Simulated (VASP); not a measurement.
Wanted: the native input for a VASP 6.6.1 run.

```yaml
Task: single point
Functional: r2SCAN
Potentials_or_basis: VASP PAW PBE potentials, release 64 (Na_pv, Ca_sv, Br)
Cutoff: 520 eV
k_mesh: 4 × 4 × 4
Occupations: gaussian, width 0.01 eV
Spin: no spin polarisation
Dipole_correction: no
Further_INCAR_settings: ALGO = Normal; EDIFF = 1e-06; NBANDS = 27
```

NaCaBr3:

```
CELL_PARAMETERS angstrom
5.75195 0.00000 0.00000
0.00000 5.75195 0.00000
0.00000 0.00000 5.75195
ATOMIC_POSITIONS crystal
Na 0.00000 0.00000 0.00000
Ca 0.50000 0.50000 0.50000
Br 0.50000 0.50000 0.00000
Br 0.50000 0.00000 0.50000
Br 0.00000 0.50000 0.50000
```

One way to write it, as run:

POSCAR

```
NaCaBr3
1.0
    5.7519534040      0.0000000000      0.0000000000
    0.0000000000      5.7519534040      0.0000000000
    0.0000000000      0.0000000000      5.7519534040
Na Ca Br
1 1 3
Direct
    0.0000000000      0.0000000000      0.0000000000
    0.5000000000      0.5000000000      0.5000000000
    0.5000000000      0.5000000000      0.0000000000
    0.5000000000      0.0000000000      0.5000000000
    0.0000000000      0.5000000000      0.5000000000
```

INCAR.step1

```
SYSTEM = NaCaBr3
PREC = Accurate
ENCUT = 520
ISMEAR = 0
SIGMA = 0.01
LREAL = .FALSE.
LASPH = .TRUE.
NELM = 80
NBANDS = 27
GGA = PE
ALGO = Normal
EDIFF = 1E-4
LWAVE = .TRUE.
LCHARG = .FALSE.
```

INCAR.step2

```
SYSTEM = NaCaBr3
PREC = Accurate
ENCUT = 520
EDIFF = 1E-6
ISMEAR = 0
SIGMA = 0.01
LREAL = .FALSE.
LASPH = .TRUE.
NELM = 80
ALGO = Normal
ISIF = 2
LWAVE = .FALSE.
LCHARG = .TRUE.
METAGGA = R2SCAN
LMIXTAU = .TRUE.
LELF = .TRUE.
LVHAR = .TRUE.
NBANDS = 27
ISTART = 1
```

KPOINTS

```
Automatic mesh
0
G
  4 4 4
  0 0 0
```

Potentials or basis: VASP PAW PBE potentials, release 64 (Na_pv, Ca_sv, Br).

Command:

```console
$ cat potpaw_PBE.64/Na_pv/POTCAR potpaw_PBE.64/Ca_sv/POTCAR potpaw_PBE.64/Br/POTCAR > POTCAR
$ cp INCAR.step1 INCAR
$ mpirun -np 1 vasp_std > vasp.out
$ cp INCAR.step2 INCAR
$ mpirun -np 1 vasp_std > vasp.out
```

It gave:

```yaml
Pressure: -1.1 GPa
Band_gap_on_the_k_mesh: 3.78 eV (least direct gap 4.11 eV)
```

Caveat: the PAW data sets were made with another functional, which shifts forces and pressure a little.

Wall time 2.6 min on 1 thread of AMD EPYC 9R45 96-Core Processor (Zen 5), on a shared host, peak memory 0.35 GiB.
